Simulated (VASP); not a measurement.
# Ca (Immm) in VASP: further runs, part 2 of 2

VASP 6.6.1. Earlier steps stand in the parts before.

**3. Single point, PBEsol (uniaxial strain along a: -3.0 %, then relaxed in part)**

Input file INCAR:

```
  PREC = Accurate
  ENCUT = 520
  EDIFF = 1E-7
  ISMEAR = 0
  SIGMA = 0.1
  LREAL = F
  LASPH = T
  NELM = 100
  ALGO = Normal
  ISIF = 2
  LWAVE = F
  LCHARG = T
  GGA = PS
  LELF = T
  LVHAR = T
  NBANDS = 17
```

Input file KPOINTS:

```
regular mesh
0
Gamma
  12 12 8
```

Input file POSCAR:

```
Ca
1.0
    3.7407417256      0.0000000000      0.0000000000
    0.0000000000      3.8411927599      0.0000000000
    0.0000000000      0.0000000000      5.5680476794
Ca
2
Direct
    0.0000000000      0.0000000000      0.5000000000
    0.5000000000      0.5000000000      0.0000000000
```

Potentials or basis: VASP PAW PBE potentials, release 64 (Ca_sv).

Command:

```sh
> cat potpaw_PBE.64/Ca_sv/POTCAR > POTCAR
> mpirun -np 1 vasp_std > vasp.out
```

OUTCAR:

```text
PREC = Accurate
   ENCUT = 520
   EDIFF = 1E-7
   ISMEAR = 0
   LREAL = F
   LASPH = T
   NELM = 100
   ISIF = 2
   GGA = PS

 ion  position               nearest neighbor table
   1  0.000  0.000  0.500-
   2  0.500  0.500  0.000-

  LATTYP: Found a simple orthorhombic cell.
 ALAT       =     3.7407417256
 B/A-ratio  =     1.0268532397
 C/A-ratio  =     1.4884876016

  Lattice vectors:

 A1 = (   3.7407417256,   0.0000000000,   0.0000000000)
 A2 = (   0.0000000000,   3.8411927599,   0.0000000000)
 A3 = (   0.0000000000,   0.0000000000,   5.5680476794)

Analysis of symmetry for initial positions (statically):
=====================================================================
 Subroutine PRICEL returns following result:

  LATTYP: Found a body centered orthorhombic cell.
 ALAT       =     3.7407417256
 B/A-ratio  =     1.0268532397
 C/A-ratio  =     1.4884876016

  Lattice vectors:

 A1 = (  -1.8703708628,  -1.9205963799,  -2.7840238397)
 A2 = (   1.8703708628,   1.9205963799,  -2.7840238397)
 A3 = (   1.8703708628,  -1.9205963800,   2.7840238397)

   2 primitive cells build up your supercell.

 Routine SETGRP: Setting up the symmetry group for a
 simple orthorhombic supercell.

 Subroutine GETGRP returns: Found  8 space group operations
 (whereof  8 operations were pure point group operations)
 out of a pool of  8 trial point group operations.

The static configuration has the point symmetry D_2h.

Analysis of symmetry for dynamics (positions and initial velocities):
=====================================================================
 Subroutine PRICEL returns following result:

  LATTYP: Found a body centered orthorhombic cell.
 ALAT       =     3.7407417256
 B/A-ratio  =     1.0268532397
 C/A-ratio  =     1.4884876016

  Lattice vectors:

 A1 = (  -1.8703708628,  -1.9205963799,  -2.7840238397)
 A2 = (   1.8703708628,   1.9205963799,  -2.7840238397)
 A3 = (   1.8703708628,  -1.9205963800,   2.7840238397)

   2 primitive cells build up your supercell.

 Routine SETGRP: Setting up the symmetry group for a
 simple orthorhombic supercell.

 Subroutine GETGRP returns: Found  8 space group operations
 (whereof  8 operations were pure point group operations)
 out of a pool of  8 trial point group operations.

The dynamic configuration has the point symmetry D_2h.

 Subroutine INISYM returns: Found  8 space group operations
 (whereof  8 operations are pure point group operations),
 and found     2 'primitive' translations

----------------------------------------------------------------------------------------

                                     Primitive cell

  volume of cell :      40.0034

  direct lattice vectors                    reciprocal lattice vectors
    -1.870370863 -1.920596380 -2.784023840    -0.000000000 -0.260335803 -0.179596163
     1.870370863  1.920596380 -2.784023840     0.267326662  0.000000000 -0.179596163
     1.870370863 -1.920596380  2.784023840     0.267326662 -0.260335803  0.000000000

  length of vectors
     3.864940667  3.864940667  3.864940667     0.316274425  0.322053297  0.373146452

  position of ions in fractional coordinates (direct lattice)
     0.500000000  0.500000000  0.000000000

  ion indices of the primitive-cell ions
   primitive index   ion index
                 1           1

----------------------------------------------------------------------------------------

 KPOINTS: regular mesh

Automatic generation of k-mesh.
 Grid dimensions read from file:
 generate k-points for:   12   12    8

 Generating k-lattice:

  Cartesian coordinates                     Fractional coordinates (reciprocal lattice)
     0.022277222  0.000000000  0.000000000     0.083333333  0.000000000  0.000000000
     0.000000000  0.021694650  0.000000000     0.000000000  0.083333333  0.000000000
     0.000000000  0.000000000  0.022449520     0.000000000  0.000000000  0.125000000

  Length of vectors
     0.022277222  0.021694650  0.022449520

  Shift w.r.t. Gamma in fractional coordinates (k-lattice)
     0.000000000  0.000000000  0.000000000

 Subroutine IBZKPT returns following result:
 ===========================================

 Found    245 irreducible k-points:

 Following reciprocal coordinates:
            Coordinates               Weight
  0.000000  0.000000  0.000000      1.000000
  0.083333  0.000000  0.000000      2.000000
  0.166667  0.000000  0.000000      2.000000
  0.250000  0.000000  0.000000      2.000000
  0.333333  0.000000  0.000000      2.000000
  0.416667  0.000000  0.000000      2.000000
[... 16 lines left out ...]
  0.083333  0.250000  0.000000      4.000000
  0.166667  0.250000  0.000000      4.000000
 [... further k-points ...]
   k-points           NKPTS =    245   k-points in BZ     NKDIM =    245   number of bands    NBANDS=     17
   number of dos      NEDOS =    301   number of ions     NIONS =      2
   total plane-waves  NPLWV =  35280
   dimension x,y,z NGX =    28 NGY =   30 NGZ =   42
   dimension x,y,z NGXF=    56 NGYF=   60 NGZF=   84
   ions per type =               2
   NGX,Y,Z   is equivalent  to a cutoff of  12.44, 12.98, 12.54 a.u.
   NGXF,Y,Z  is equivalent  to a cutoff of  24.89, 25.97, 25.08 a.u.
 SYSTEM =  unknown system
   PREC   = accura    normal or accurate (medium, high low for compatibility)
   ISTART =      0    job   : 0-new  1-cont  2-samecut
   ICHARG =      2    charge: 1-file 2-atom 10-const
   ISPIN  =      1    spin polarized calculation?
   LNONCOLLINEAR =      F non collinear calculations
   LSORBIT =      F    spin-orbit coupling
   LASPH  =      T    aspherical Exc in radial PAW
   ENCUT  =  520.0 eV  38.22 Ry    6.18 a.u.   6.96  7.14 10.35*2*pi/ulx,y,z
   NELM   =    100;   NELMIN=  2; NELMDL= -5     # of ELM steps
   EDIFF  = 0.1E-06   stopping-criterion for ELM
   LREAL  =      F    real-space projection
   EDIFFG = 0.1E-05   stopping-criterion for IOM
   NSW    =      0    number of steps for IOM
   IBRION =     -1    ionic relax: 0-MD 1-quasi-New 2-CG
   NFREE  =      0    steps in history (QN), initial steepest desc. (CG)
   ISIF   =      2    stress and relaxation
   ISYM   =      2    0-nonsym 1-usesym 2-fastsym
   POTIM  = 0.5000    time-step for ionic-motion
   TEBEG  =    0.0;   TEEND  =   0.0 temperature during run
   PSTRESS=    0.0 pullay stress
   NELECT =      20.0000    total number of electrons
   NUPDOWN=      -1.0000    fix difference up-down
   EMIN   =  10.00;   EMAX   =-10.00  energy-range for DOS
   EFERMI =   0.00;   METHOD = LEGACY
   ISMEAR =     0;   SIGMA  =   0.10  broadening in eV -4-tet -1-fermi 0-gaus
   EFERMI_NEDOS =   21; number of points for ismear=-14 and -15
   IALGO  =     38    algorithm
   IMIX   =      4    mixing-type and parameters
     AMIX     =   0.40;   BMIX     =  1.00
     AMIX_MAG =   1.60;   BMIX_MAG =  1.00
  volume/ion in A,a.u.               =      40.00       269.96
  Fermi-wavevector in a.u.,A,eV,Ry     =   1.031278  1.948834 14.470273  1.063535
  Thomas-Fermi vector in A             =   2.165419
   LORBIT       =      0    0 simple, 1 ext, 2 COOP (PROOUT), +10 PAW based schemes
   GGA     = PS    functional components
   LHFCALC =     F    Hartree Fock is set to
   AEXX    =    0.0000 exact exchange contribution
   IVDW    =     0    specifies the selected vdW correction
   LEPSILON=     F    determine dielectric tensor
   LRPA    =     F    only Hartree local field effects (RPA)
 non-spin polarized calculation
 Gauss-broadening in eV      SIGMA  =   0.10
  energy-cutoff  :      520.00
  volume of cell :       80.01
 maximum number of plane-waves:      2178
 NGX is ok and might be reduce to    28
   NGX = 13   NGY = 15   NGZ = 21

 number of electron      19.9999997 magnetization

 Free energy of the ion-electron system (eV)
  ---------------------------------------------------
  ext. energy  EPLUGINS =         0.00000000
  ---------------------------------------------------
  free energy    TOTEN  =        -4.26649973 eV

  energy without entropy =       -4.25048402  energy(sigma->0) =       -4.25849187

 E-fermi :   2.1093     XC(G=0):  -7.9815

 val. band max:        2.1057375669   @ k =   0.2500   0.0000   0.0000
 cond. band min:       2.1099555123   @ k =   0.2500   0.2500   0.1250
 fundamental gap:      0.0042179454
 Fermi energy:         2.1092745902

 k-point     1 :       0.0000    0.0000    0.0000
  band No.  band energies     occupation
      1     -39.6152      2.00000
      2     -39.5935      2.00000
      3     -20.7605      2.00000
      4     -20.6534      2.00000
      5     -20.6518      2.00000
      6     -20.6026      2.00000
[... 457 lines left out ...]
      4     -20.6933      2.00000
      5     -20.6610      2.00000
      6     -20.6585      2.00000
[... 9 lines left out ...]
     16       5.0201      0.00000
     17       5.0224      0.00000

 [... further k-points ...]
[... 5 lines left out ...]
  --------------------------------------------------------------------------------------
  -------------------------------------------------------------------------------------
  Total        0.3798798      0.0098104      0.0039840      0.0000000      0.0000000      0.0000000
  in kB        7.6072903      0.1964584      0.0797808      0.0000000      0.0000000      0.0000000
  external PRESSURE =       2.6278432 kB  Pullay stress =       0.0000000 kB

 VOLUME and BASIS-vectors are now :
 -----------------------------------------------------------------------------
  energy-cutoff  :      520.00
  volume of cell :       80.01
      direct lattice vectors                 reciprocal lattice vectors
     3.740741726  0.000000000  0.000000000     0.267326662  0.000000000  0.000000000
     0.000000000  3.841192760  0.000000000     0.000000000  0.260335803  0.000000000
     0.000000000  0.000000000  5.568047679     0.000000000  0.000000000  0.179596163

 POSITION                                       TOTAL-FORCE (eV/Angst)
 -----------------------------------------------------------------------------------
      0.00000      0.00000      2.78402         0.000000     -0.000000      0.000000
      1.87037      1.92060      0.00000         0.000000      0.000000      0.000000
 -----------------------------------------------------------------------------------
    total drift:                                0.000000      0.000000      0.000000

  FREE ENERGIE OF THE ION-ELECTRON SYSTEM (eV)
  ---------------------------------------------------
  free  energy   TOTEN  =        -4.2664997262 eV

  energy  without entropy=       -4.2504840172  energy(sigma->0) =       -4.25849187
```

OSZICAR:

```text
N       E                     dE             d eps       ncg     rms          rms(c)
DAV:   1     0.173059883247E+03    0.17306E+03   -0.10107E+04  8330   0.107E+03
DAV:   2     0.511845999184E+01   -0.16794E+03   -0.16579E+03  9258   0.318E+02
DAV:   3    -0.399570921426E+01   -0.91142E+01   -0.90591E+01 16265   0.546E+01
DAV:   4    -0.427690468688E+01   -0.28120E+00   -0.28087E+00 10290   0.103E+01
DAV:   5    -0.429045567006E+01   -0.13551E-01   -0.13548E-01 14221   0.140E+00    0.317E+00
DAV:   6    -0.427451797087E+01    0.15938E-01   -0.17311E-02 10396   0.135E+00    0.190E+00
DAV:   7    -0.426674572660E+01    0.77722E-02   -0.27912E-02  9788   0.186E+00    0.114E-01
DAV:   8    -0.426645974591E+01    0.28598E-03   -0.26312E-03 12888   0.360E-01    0.370E-02
DAV:   9    -0.426650158026E+01   -0.41834E-04   -0.30930E-04 12572   0.924E-02    0.112E-02
DAV:  10    -0.426650163995E+01   -0.59697E-07   -0.11616E-05 10643   0.314E-02    0.105E-02
DAV:  11    -0.426649922126E+01    0.24187E-05   -0.19876E-06 12030   0.159E-02    0.478E-03
DAV:  12    -0.426649950579E+01   -0.28453E-06   -0.92429E-08  8402   0.275E-03    0.137E-03
DAV:  13    -0.426649974484E+01   -0.23905E-06   -0.31608E-08  6542   0.181E-03    0.195E-04
DAV:  14    -0.426649972615E+01    0.18692E-07   -0.10780E-08  5905   0.853E-04
   1 F= -.42664997E+01 E0= -.42584919E+01  d E =-.160157E-01
```

stdout:

```text
POSCAR found type information on POSCAR Ca
 POSCAR found :  1 types and       2 ions
 scaLAPACK will be used
 -----------------------------------------------------------------------------
|                                                                             |
|                                                                             |
|     You enforced a specific xc type in the INCAR file but a different       |
|     I HOPE YOU KNOW WHAT YOU ARE DOING!                                     |
|                                                                             |
 -----------------------------------------------------------------------------

 LDA part: xc-table for (Slater+PW92), standard interpolation
 POSCAR, INCAR and KPOINTS ok, starting setup
 FFT: planning ... GRIDC
 FFT: planning ... GRID_SOFT
 FFT: planning ... GRID
 WAVECAR not read
 entering main loop
```

Wall time 4 min (1 thread of Intel Xeon Platinum 8375C at 2.90GHz (Ice Lake), shared host); peak memory 0.39 GiB.

Results:

```
Free energy            : -4.2665 eV
Pressure               : 0.3 GPa
Band gap on the k mesh : zero (band 10 reaches 2.28 eV, above the bottom of band 11 at 1.94 eV)
```

Caveat: the cell differs from its parent crystal (uniaxial strain along a: -3.0 %, then relaxed in part); the PAW data sets were made with another functional, which shifts forces and pressure a little.

**4. Single point, PBEsol (uniaxial strain along a: -3.0 %)**

Input file INCAR:

```
PREC = Accurate ; ENCUT = 520
EDIFF = 1E-6 ; ISMEAR = 0
SIGMA = 0.1 ; LREAL = False
LASPH = True ; NELM = 100
ALGO = Normal ; ISIF = 2
LWAVE = False ; LCHARG = True
GGA = PS ; LELF = True
LVHAR = True ; NBANDS = 17
```

KPOINTS is that of step 3.

Input file POSCAR:

```
Ca
1.0
    3.7407417256      0.0000000000      0.0000000000
    0.0000000000      3.8865119903      0.0000000000
    0.0000000000      0.0000000000      5.4891694241
Ca
2
Direct
    0.0000000000      0.0000000000      0.5000000000
    0.5000000000      0.5000000000      0.0000000000
```

Command:

```sh
> cat potpaw_PBE.64/Ca_sv/POTCAR > POTCAR
> mpirun -np 1 vasp_std > vasp.out
```

Wall time 3.3 min (1 thread of Intel Xeon Platinum 8375C at 2.90GHz (Ice Lake), shared host); peak memory 0.39 GiB.

It converged, with:

* Free energy: -4.2655 eV
* Pressure: 0.3 GPa
* Band gap on the k mesh: zero (band 10 reaches 2.28 eV, above the bottom of band 11 at 1.92 eV)

Stress tensor (GPa, compression positive):
```
 0.90  0.00  0.00
 0.00 -0.15  0.00
 0.00  0.00  0.16
```

Levels at points of the mesh, in eV from the Fermi level:
```tsv
k point	band 7	band 8	band 9	band 10	band 11	band 12	band 13	band 14
(0.00, 0.00, 0.00)	-22.70	-22.70	-4.14	-0.56	0.55	0.94	2.29	2.32
(0.50, 0.00, 0.00)	-22.72	-22.72	-1.41	-1.41	0.93	0.93	1.52	1.52
(0.00, 0.50, 0.00)	-22.73	-22.73	-1.60	-1.60	0.92	0.92	1.34	1.34
(0.50, 0.50, 0.00)	-22.76	-22.76	-0.50	-0.50	0.51	0.51	1.13	1.13
(0.00, 0.00, 0.50)	-22.73	-22.73	-2.77	-2.77	1.30	1.30	2.21	2.21
(0.50, 0.00, 0.50)	-22.72	-22.72	-0.97	-0.97	-0.03	-0.03	2.19	2.19
(0.00, 0.50, 0.50)	-22.72	-22.72	-1.10	-1.10	-0.20	-0.20	2.14	2.14
(0.50, 0.50, 0.50)	-22.77	-22.77	0.15	0.15	0.69	0.69	0.78	0.78
```

Caveat: the cell differs from its parent crystal (uniaxial strain along a: -3.0 %); the PAW data sets were made with another functional, which shifts forces and pressure a little.

**5. The runs side by side**

```csv
cell,k mesh,gap on the mesh (eV),pressure (GPa)
"a = 3.855 Å, angles 120.0, 120.0, 90.1°, 1 atom",14 × 14 × 14,none,0.0
"a = 3.741, b = 3.841, c = 5.568 Å, 2 atoms",12 × 12 × 8,none,0.3
"a = 3.741, b = 3.887, c = 5.489 Å, 2 atoms",12 × 12 × 8,none,0.3
```

Alike in all rows: task single point; level PBEsol; potentials or basis VASP PAW PBE potentials, release 64 (Ca_sv); no spin polarisation; cutoff (eV) 520; smearing gaussian 0.1 eV.

Caveats: the PAW data sets were made with another functional, which shifts forces and pressure a little.

Absolute energies hang on the potentials; compare differences alone.
